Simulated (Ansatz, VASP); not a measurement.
## As in VASP and in Ansatz

INCAR

```
ALGO = Normal
DIPOL = 0.5 0.5 0.500
EDIFF = 1E-6
ENCUT = 520
GGA = PE
IDIPOL = 3
ISIF = 2
ISMEAR = 0
IVDW = 12
LASPH = True
LCHARG = False
LDIPOL = True
LREAL = False
LWAVE = False
NBANDS = 12
NELM = 80
PREC = Accurate
SIGMA = 0.02
```

Contents of KPOINTS:

```
k-points
0
Gamma
  9 9 1
```

File POSCAR:

```
As
1.0
    3.4630000000      0.0000000000      0.0000000000
   -1.7315000000      2.9990459733      0.0000000000
    0.0000000000      0.0000000000     28.5742413766
As
2
Direct
    0.3333333333      0.6666666667      0.4842865470
    0.6666666667      0.3333333333      0.5157134530
```

Input for Ansatz:

```yaml
crystal:
  lattice:
    - [3.463, 0.0, 0.0]
    - [-1.7315, 2.9990459733, 0.0]
    - [0.0, 0.0, 28.5742413766]
  atoms:
    - { symbol: As, position: [0.3333333333, 0.6666666667, 0.484286547] }
    - { symbol: As, position: [0.6666666667, 0.3333333333, 0.515713453] }
  periodic: [true, true, false]
basis:
  ecutwfc: 420
kpoints:
  mp_grid: { grid: [9, 9, 1] }
hamiltonian:
  xc: pbe
  dispersion: d3bj
scf:
  occupations: { method: gaussian, width: 0.02 }
output:
  forces: true
  stress: true
  eigenvalues: true
```

Alike in both runs: task single point; functional PBE; dispersion D3(BJ); k mesh 9 × 9 × 1; occupations gaussian, width 0.02 eV; no spin polarisation.

```csv
,VASP,Ansatz
version,VASP 6.6.1,Ansatz 0.2.0
potentials or method,"VASP PAW PBE potentials, release 64 (As), cutoff 520 eV","scalar-relativistic, plane waves, PAW"
valence electrons in the cell,10,30
```

|  | VASP | Ansatz | Ansatz less VASP |
| --- | --- | --- | --- |
| gap on the k mesh at the Fermi level (eV) | none | none | - |
| rms of the force components (eV/Å) | 4.091 | 4.005 | -0.0857 |

Atom by atom the forces differ by 0.086 eV/Å (rms over components). A gap of «none» marks a metal or a gap that the smearing closes. VASP's potentials hold 10 valence electrons a cell and Ansatz's 30, so a difference there can come from the potentials and not from the codes.
